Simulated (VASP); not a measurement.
# Si4N (R3m) in VASP: a series of runs

Si4N is run at these levels: PBE; tasks: single point.

Everything below comes from runs of VASP 6.6.1. Logs are shortened: lines on timing, memory, paths and dates and some standing lists are left out, and cuts for length are marked.

### Step 1. The cell of the first run

Symmetry: R3m, No. 160, trigonal system. The conventional cell has a = 6.697 Å, b = 6.697 Å, c = 5.372 Å, α = 90.00°, β = 90.00°, γ = 120.00°. Within 2.5 Å of Si (site symmetry m) lie 1 N at 1.88 Å and 1 Si at 2.39 Å. Within 2.4 Å of Si (site symmetry 3m) lie 1 N at 1.78 Å and 3 Si at 2.39 Å. Within 2.4 Å of N (site symmetry 3m) lie 4 Si at 1.78 to 1.88 Å.

The cell was built from a structure type or drawn by symmetry, and may not be a known phase.

### Step 2. Single point, PBE, collinear spin, ferromagnetic start

Contents of INCAR:

```
SYSTEM = Si4N
ALGO = Normal
EDIFF = 1E-6
ENCUT = 520
GGA = PE
ISIF = 2
ISMEAR = 0
ISPIN = 2
LASPH = .TRUE.
LCHARG = .FALSE.
LORBIT = 11
LREAL = .FALSE.
LWAVE = .FALSE.
MAGMOM = 0 0 0 0 1
NBANDS = 22
NELM = 150
PREC = Accurate
SIGMA = 0.1
```

Contents of KPOINTS:

```
k-points
0
G
  6 6 6
  0 0 0
```

Contents of POSCAR:

```
Si4N
1.0
    3.3484040775      1.9332019955      1.7905041425
   -3.3484040775      1.9332019955      1.7905041425
    0.0000000000     -3.8664039910      1.7905041425
Si N
4 1
Direct
    0.7121070230      0.1641228356      0.7121070230
    0.7121070230      0.7121070230      0.1641228356
    0.1641228356      0.7121070230      0.7121070230
    0.3225688882      0.3225688882      0.3225688882
    0.9915890901      0.9915890901      0.9915890901
```

Potentials or basis: VASP PAW PBE potentials, release 64 (Si, N).

On the command line:

```bash
$ cat potpaw_PBE.64/Si/POTCAR potpaw_PBE.64/N/POTCAR > POTCAR
$ mpirun -np 1 vasp_std > vasp.out
```

OUTCAR:

```text
SYSTEM = Si4N
   EDIFF = 1E-6
   ENCUT = 520
   GGA = PE
   ISIF = 2
   ISMEAR = 0
   ISPIN = 2
   LASPH = .TRUE.
   LORBIT = 11
   LREAL = .FALSE.
   NELM = 150
   PREC = Accurate

 ion  position               nearest neighbor table
   1  0.712  0.164  0.712-   5 1.88   4 2.39   3 2.65   3 2.65   2 2.65   2 2.65   4 3.03   2 3.03
                             3 3.03
   2  0.712  0.712  0.164-   5 1.88   4 2.39   1 2.65   3 2.65   1 2.65   3 2.65   4 3.03   1 3.03
                             3 3.03
   3  0.164  0.712  0.712-   5 1.88   4 2.39   1 2.65   1 2.65   2 2.65   2 2.65   4 3.03   2 3.03
                             1 3.03
   4  0.323  0.323  0.323-   5 1.78   2 2.39   3 2.39   1 2.39   2 3.03   1 3.03   3 3.03
   5  0.992  0.992  0.992-   4 1.78   2 1.88   3 1.88   1 1.88

  LATTYP: Found a trigonal (rhomboedric) cell.
 ALAT       =     4.2608666848
 COS(alpha) =    -0.2351219155

  Lattice vectors:

 A1 = (   3.3484040775,   1.9332019955,   1.7905041425)
 A2 = (  -3.3484040775,   1.9332019955,   1.7905041425)
 A3 = (   0.0000000000,  -3.8664039910,   1.7905041425)

Analysis of symmetry for initial positions (statically):
=====================================================================
 Subroutine PRICEL returns:
 Original cell was already a primitive cell.

 Routine SETGRP: Setting up the symmetry group for a
 trigonal (rhombohedral) supercell.

 Subroutine GETGRP returns: Found  6 space group operations
 (whereof  6 operations were pure point group operations)
 out of a pool of 12 trial point group operations.

The static configuration has the point symmetry C_3v.

Analysis of symmetry for dynamics (positions and initial velocities):
=====================================================================
 Subroutine PRICEL returns:
 Original cell was already a primitive cell.

 Routine SETGRP: Setting up the symmetry group for a
 trigonal (rhombohedral) supercell.

 Subroutine GETGRP returns: Found  6 space group operations
 (whereof  6 operations were pure point group operations)
 out of a pool of 12 trial point group operations.

The dynamic configuration has the point symmetry C_3v.

Analysis of structural, dynamic, and magnetic symmetry:
=====================================================================
 Subroutine PRICEL returns:
 Original cell was already a primitive cell.

 Routine SETGRP: Setting up the symmetry group for a
 trigonal (rhombohedral) supercell.

 Subroutine GETGRP returns: Found  6 space group operations
 (whereof  6 operations were pure point group operations)
 out of a pool of 12 trial point group operations.

The overall configuration has the point symmetry C_3v.

 Subroutine INISYM returns: Found  6 space group operations
 (whereof  6 operations are pure point group operations),
 and found     1 'primitive' translations

----------------------------------------------------------------------------------------

                                     Primitive cell

  volume of cell :      69.5411

  direct lattice vectors                    reciprocal lattice vectors
     3.348404078  1.933201995  1.790504142     0.149324869  0.086212753  0.186167306
    -3.348404078  1.933201995  1.790504142    -0.149324869  0.086212753  0.186167306
     0.000000000 -3.866403991  1.790504142     0.000000000 -0.172425507  0.186167306

  length of vectors
     4.260866685  4.260866685  4.260866685     0.253749525  0.253749525  0.253749525

  position of ions in fractional coordinates (direct lattice)
     0.712107023  0.164122836  0.712107023
     0.712107023  0.712107023  0.164122836
     0.164122836  0.712107023  0.712107023
     0.322568888  0.322568888  0.322568888
     0.991589090  0.991589090  0.991589090

  ion indices of the primitive-cell ions
   primitive index   ion index
                 1           1
                 2           2
                 3           3
                 4           4
                 5           5

----------------------------------------------------------------------------------------

 KPOINTS: k-points

Automatic generation of k-mesh.
 Grid dimensions read from file:
 generate k-points for:    6    6    6

 Generating k-lattice:

  Cartesian coordinates                     Fractional coordinates (reciprocal lattice)
     0.024887478  0.014368792  0.031027884     0.166666667  0.000000000  0.000000000
    -0.024887478  0.014368792  0.031027884     0.000000000  0.166666667  0.000000000
     0.000000000 -0.028737584  0.031027884     0.000000000  0.000000000  0.166666667

  Length of vectors
     0.042291587  0.042291587  0.042291587

  Shift w.r.t. Gamma in fractional coordinates (k-lattice)
     0.000000000  0.000000000  0.000000000

 Subroutine IBZKPT returns following result:
 ===========================================

 Found     32 irreducible k-points:

 Following reciprocal coordinates:
            Coordinates               Weight
  0.000000  0.000000  0.000000      1.000000
  0.166667  0.000000  0.000000      6.000000
  0.333333  0.000000  0.000000      6.000000
  0.500000  0.000000  0.000000      3.000000
  0.166667  0.166667  0.000000      6.000000
  0.333333  0.166667  0.000000     12.000000
[... 16 lines left out ...]
  0.500000  0.500000  0.166667      6.000000
 -0.333333  0.500000  0.166667     12.000000
 [... further k-points ...]
   k-points           NKPTS =     32   k-points in BZ     NKDIM =     32   number of bands    NBANDS=     22
   number of dos      NEDOS =    301   number of ions     NIONS =      5
   total plane-waves  NPLWV =  32768
   dimension x,y,z NGX =    32 NGY =   32 NGZ =   32
   dimension x,y,z NGXF=    64 NGYF=   64 NGZF=   64
   ions per type =               4   1
   NGX,Y,Z   is equivalent  to a cutoff of  12.49, 12.49, 12.49 a.u.
   NGXF,Y,Z  is equivalent  to a cutoff of  24.97, 24.97, 24.97 a.u.
 SYSTEM =  Si4N
   PREC   = accura    normal or accurate (medium, high low for compatibility)
   ISTART =      0    job   : 0-new  1-cont  2-samecut
   ICHARG =      2    charge: 1-file 2-atom 10-const
   ISPIN  =      2    spin polarized calculation?
   LNONCOLLINEAR =      F non collinear calculations
   LSORBIT =      F    spin-orbit coupling
   LASPH  =      T    aspherical Exc in radial PAW
   ENCUT  =  520.0 eV  38.22 Ry    6.18 a.u.   7.92  7.92  7.92*2*pi/ulx,y,z
   NELM   =    150;   NELMIN=  2; NELMDL= -5     # of ELM steps
   EDIFF  = 0.1E-05   stopping-criterion for ELM
   LREAL  =      F    real-space projection
   EDIFFG = 0.1E-04   stopping-criterion for IOM
   NSW    =      0    number of steps for IOM
   IBRION =     -1    ionic relax: 0-MD 1-quasi-New 2-CG
   NFREE  =      0    steps in history (QN), initial steepest desc. (CG)
   ISIF   =      2    stress and relaxation
   ISYM   =      2    0-nonsym 1-usesym 2-fastsym
   POTIM  = 0.5000    time-step for ionic-motion
   TEBEG  =    0.0;   TEEND  =   0.0 temperature during run
   PSTRESS=    0.0 pullay stress
   NELECT =      21.0000    total number of electrons
   NUPDOWN=      -1.0000    fix difference up-down
   EMIN   =  10.00;   EMAX   =-10.00  energy-range for DOS
   EFERMI =   0.00;   METHOD = LEGACY
   ISMEAR =     0;   SIGMA  =   0.10  broadening in eV -4-tet -1-fermi 0-gaus
   EFERMI_NEDOS =   21; number of points for ismear=-14 and -15
   IALGO  =     38    algorithm
   IMIX   =      4    mixing-type and parameters
     AMIX     =   0.40;   BMIX     =  1.00
     AMIX_MAG =   1.60;   BMIX_MAG =  1.00
  volume/ion in A,a.u.               =      13.91        93.86
  Fermi-wavevector in a.u.,A,eV,Ry     =   1.098333  2.075548 16.413190  1.206335
  Thomas-Fermi vector in A             =   2.234709
   LORBIT       =     11    0 simple, 1 ext, 2 COOP (PROOUT), +10 PAW based schemes
   GGA     = PE    functional components
   LHFCALC =     F    Hartree Fock is set to
   AEXX    =    0.0000 exact exchange contribution
   IVDW    =     0    specifies the selected vdW correction
   LEPSILON=     F    determine dielectric tensor
   LRPA    =     F    only Hartree local field effects (RPA)
 spin polarized calculation
 Gauss-broadening in eV      SIGMA  =   0.10
  energy-cutoff  :      520.00
  volume of cell :       69.54
 maximum number of plane-waves:      1890
   NGX = 15   NGY = 15   NGZ = 15

 number of electron      21.0000001 magnetization       0.0003674

 number of electron      21.0000001 magnetization      -0.0002543

 Free energy of the ion-electron system (eV)
  ---------------------------------------------------
  ext. energy  EPLUGINS =         0.00000000
  ---------------------------------------------------
  free energy    TOTEN  =       -29.06930224 eV

  energy without entropy =      -29.05631977  energy(sigma->0) =      -29.06281101

 E-fermi :   8.7707     XC(G=0): -10.8364

 val. band max:        8.7625653241   @ k =   0.5000   0.1667   0.0000
 cond. band min:       8.7959397273   @ k =  -0.3333  -0.3333   0.1667
 fundamental gap:      0.0333744031
 Fermi energy:         8.7706996906

 spin component 1

 k-point     1 :       0.0000    0.0000    0.0000
  band No.  band energies     occupation
      1      -9.2547      1.00000
      2      -2.1117      1.00000
      3       0.3677      1.00000
      4       1.3180      1.00000
      5       1.3180      1.00000
      6       4.4825      1.00000
[... 14 lines left out ...]
     21      18.2467      0.00000
     22      18.2467      0.00000

 k-point     2 :       0.1667    0.0000    0.0000
  band No.  band energies     occupation
      1      -9.1831      1.00000
      2      -2.3682      1.00000
      3       0.5969      1.00000
      4       1.0073      1.00000
      5       1.2629      1.00000
      6       3.5414      1.00000
[... 14 lines left out ...]
     21      16.9485      0.00000
     22      17.2604      0.00000
[... 523 lines left out ...]
     21      17.8903      0.00000
     22      18.0657      0.00000

 k-point    24 :      -0.3333    0.5000    0.1667
  band No.  band energies     occupation
      1      -8.8234      1.00000
      2      -2.2264      1.00000
      3      -1.1983      1.00000
      4       0.4982      1.00000
      5       1.9887      1.00000
      6       2.7754      1.00000
[... 14 lines left out ...]
     21      17.4733      0.00000
     22      18.5348      0.00000

 [... further k-points ...]

 spin component 2

 k-point     1 :       0.0000    0.0000    0.0000
  band No.  band energies     occupation
      1      -9.2549      1.00000
      2      -2.1118      1.00000
      3       0.3674      1.00000
      4       1.3178      1.00000
      5       1.3178      1.00000
      6       4.4824      1.00000
[... 14 lines left out ...]
     21      18.2466      0.00000
     22      18.2466      0.00000

 k-point     2 :       0.1667    0.0000    0.0000
  band No.  band energies     occupation
      1      -9.1833      1.00000
      2      -2.3683      1.00000
      3       0.5967      1.00000
      4       1.0072      1.00000
      5       1.2628      1.00000
      6       3.5413      1.00000
[... 14 lines left out ...]
     21      16.9484      0.00000
     22      17.2604      0.00000
[... 523 lines left out ...]
     21      17.8902      0.00000
     22      18.0656      0.00000

 k-point    24 :      -0.3333    0.5000    0.1667
  band No.  band energies     occupation
      1      -8.8237      1.00000
      2      -2.2264      1.00000
      3      -1.1983      1.00000
      4       0.4980      1.00000
      5       1.9886      1.00000
      6       2.7753      1.00000
[... 14 lines left out ...]
     21      17.4732      0.00000
     22      18.5348      0.00000

 [... further k-points ...]

------------------------ aborting loop because EDIFF is reached ----------------------------------------

  FORCE on cell =-STRESS in cart. coord.  units (eV):
  Direction    XX          YY          ZZ          XY          YZ          ZX
  --------------------------------------------------------------------------------------
  -------------------------------------------------------------------------------------
  Total        0.0066214      0.0066214     -0.0358733     -0.0000000      0.0000000      0.0000000
  in kB        0.1525514      0.1525514     -0.8264957     -0.0000000      0.0000000      0.0000000
  external PRESSURE =      -0.1737977 kB  Pullay stress =       0.0000000 kB

 VOLUME and BASIS-vectors are now :
 -----------------------------------------------------------------------------
  energy-cutoff  :      520.00
  volume of cell :       69.54
      direct lattice vectors                 reciprocal lattice vectors
     3.348404078  1.933201995  1.790504142     0.149324869  0.086212753  0.186167306
    -3.348404078  1.933201995  1.790504142    -0.149324869  0.086212753  0.186167306
     0.000000000 -3.866403991  1.790504142     0.000000000 -0.172425507  0.186167306

 POSITION                                       TOTAL-FORCE (eV/Angst)
 -----------------------------------------------------------------------------------
      1.83487     -1.05936      2.84392        -0.003667      0.002117     -0.003181
      0.00000      2.11873      2.84392         0.000000     -0.004234     -0.003181
     -1.83487     -1.05936      2.84392         0.003667      0.002117     -0.003181
      0.00000      0.00000      1.73268         0.000000     -0.000000     -0.000614
      0.00000      0.00000      5.32633         0.000000     -0.000000      0.010158
 -----------------------------------------------------------------------------------
    total drift:                               -0.000000     -0.000000      0.000112

  FREE ENERGIE OF THE ION-ELECTRON SYSTEM (eV)
  ---------------------------------------------------
  free  energy   TOTEN  =       -29.0693022368 eV

  energy  without entropy=      -29.0563197746  energy(sigma->0) =      -29.06281101

 total charge

# of ion       s       p       d       tot
------------------------------------------
    1        0.748   0.819   0.000   1.567
    2        0.748   0.819   0.000   1.567
    3        0.748   0.819   0.000   1.567
    4        0.811   0.818   0.000   1.628
    5        1.267   2.592   0.000   3.859
--------------------------------------------------
tot          4.323   5.866   0.000  10.190

 magnetization (x)

# of ion       s       p       d       tot
------------------------------------------
    1        0.000  -0.000   0.000  -0.000
    2        0.000  -0.000   0.000  -0.000
    3        0.000  -0.000   0.000  -0.000
    4        0.000  -0.000   0.000  -0.000
    5       -0.000  -0.000   0.000  -0.000
--------------------------------------------------
tot         -0.000  -0.000   0.000  -0.000
```

Wall time 62 s (1 thread of AMD EPYC 7R43 (Zen 3), shared host); peak memory 0.2 GiB.

What came out:

```
Free energy                                           : -29.0693 eV
Pressure                                              : 0.0 GPa
Largest force                                         : 0.010 eV/Å
Net moment                                            : 0.00 μB per cell
Valence electrons inside the program's atomic spheres : Si 1.57, 1.63 (each value once); N 3.86
```

Forces in eV/Å, atoms in the order of the input:
```
Si  -0.004  0.002 -0.003
Si   0.000 -0.004 -0.003
Si   0.004  0.002 -0.003
Si   0.000  0.000 -0.001
N    0.000  0.000  0.010
```

Levels at points of the mesh, in eV from the Fermi level:
Spin up:
| k point | band 7 | band 8 | band 9 | band 10 | band 11 | band 12 | band 13 | band 14 | band 15 | band 16 |
| --- | --- | --- | --- | --- | --- | --- | --- | --- | --- | --- |
| (0.00, 0.00, 0.00) | -4.29 | -3.82 | -3.82 | -2.18 | -1.01 | 1.44 | 1.44 | 2.65 | 4.18 | 4.18 |
| (0.50, 0.00, 0.00) | -4.66 | -2.87 | -2.03 | -0.31 | -0.11 | 0.82 | 1.33 | 2.38 | 3.55 | 4.88 |
| (0.50, 0.50, 0.00) | -4.61 | -3.78 | -2.56 | -0.31 | -0.30 | 0.59 | 3.08 | 3.63 | 5.13 | 5.96 |
| (0.50, 0.50, 0.50) | -5.96 | -3.62 | -1.80 | -1.80 | 2.75 | 3.03 | 3.03 | 3.19 | 6.61 | 6.61 |
Spin down:
| k point | band 9 | band 10 | band 11 | band 12 | band 13 | band 14 |
| --- | --- | --- | --- | --- | --- | --- |
| (0.00, 0.00, 0.00) | -3.82 | -2.18 | -1.01 | 1.44 | 1.44 | 2.65 |
| (0.50, 0.00, 0.00) | -2.03 | -0.31 | -0.11 | 0.82 | 1.33 | 2.38 |
| (0.50, 0.50, 0.00) | -2.56 | -0.31 | -0.30 | 0.59 | 3.08 | 3.63 |
| (0.50, 0.50, 0.50) | -1.80 | -1.80 | 2.75 | 3.03 | 3.03 | 3.19 |

### Step 3. Single point, PBE

Contents of INCAR:

```
SYSTEM = Si4N
ALGO     = Normal         ! electronic algorithm
EDIFF    = 1E-7           ! SCF threshold, eV
ENCUT    = 520            ! plane-wave cutoff, eV
GGA      = PE             ! functional
ISIF     = 2              ! what is computed and relaxed
ISMEAR   = 0              ! smearing method
LASPH    = .TRUE.         ! aspherical terms in the spheres
LCHARG   = .FALSE.        ! write CHGCAR
LREAL    = .FALSE.        ! projectors in reciprocal space
LWAVE    = .FALSE.        ! write WAVECAR
NBANDS   = 18             ! bands
NELM     = 60             ! most SCF steps
PREC     = Accurate       ! precision mode
SIGMA    = 0.1            ! smearing width, eV
```

Contents of KPOINTS:

```
k-points
0
G
  12 12 12
  0 0 0
```

Contents of POSCAR:

```
Si4N
1.0
    3.3532313097      1.9359889993      1.7854334978
   -3.3532313097      1.9359889993      1.7854334978
    0.0000000000     -3.8719779986      1.7854334978
Si N
4 1
Direct
    0.7121071658      0.1637514740      0.7121071658
    0.7121071658      0.7121071658      0.1637514740
    0.1637514740      0.7121071658      0.7121071658
    0.3231833909      0.3231833909      0.3231833909
    0.9913456635      0.9913456635      0.9913456635
```

Potentials or basis: VASP PAW PBE potentials, release 64 (Si, N).

On the command line:

```bash
$ cat potpaw_PBE.64/Si/POTCAR potpaw_PBE.64/N/POTCAR > POTCAR
$ mpirun -np 1 vasp_std > vasp.out
```

It took 2.5 min on 1 thread of AMD EPYC 7R43 (Zen 3), shared host; peak memory 0.28 GiB.

It converged, with:

```
Free energy            : -29.1147 eV
Pressure               : -0.1 GPa
Largest force          : 0.006 eV/Å
Band gap on the k mesh : zero (an odd number of electrons rules out a gap without spin polarisation)
```

Forces on the atoms (eV/Å):
```
Si  -0.001  0.001 -0.001
Si   0.000 -0.002 -0.001
Si   0.001  0.001 -0.001
Si   0.000  0.000 -0.004
N    0.000  0.000  0.006
```

Levels at points of the mesh, in eV from the Fermi level:
```csv
k point,band 8,band 9,band 10,band 11,band 12,band 13,band 14,band 15
"(0.00, 0.00, 0.00)",-3.77,-3.77,-2.13,-0.97,1.47,1.47,2.74,4.24
"(0.50, 0.00, 0.00)",-2.80,-1.96,-0.25,-0.05,0.88,1.39,2.50,3.60
"(0.50, 0.50, 0.00)",-3.71,-2.50,-0.23,-0.22,0.65,3.13,3.71,5.19
"(0.50, 0.50, 0.50)",-3.52,-1.75,-1.75,2.81,3.08,3.08,3.28,6.67
```
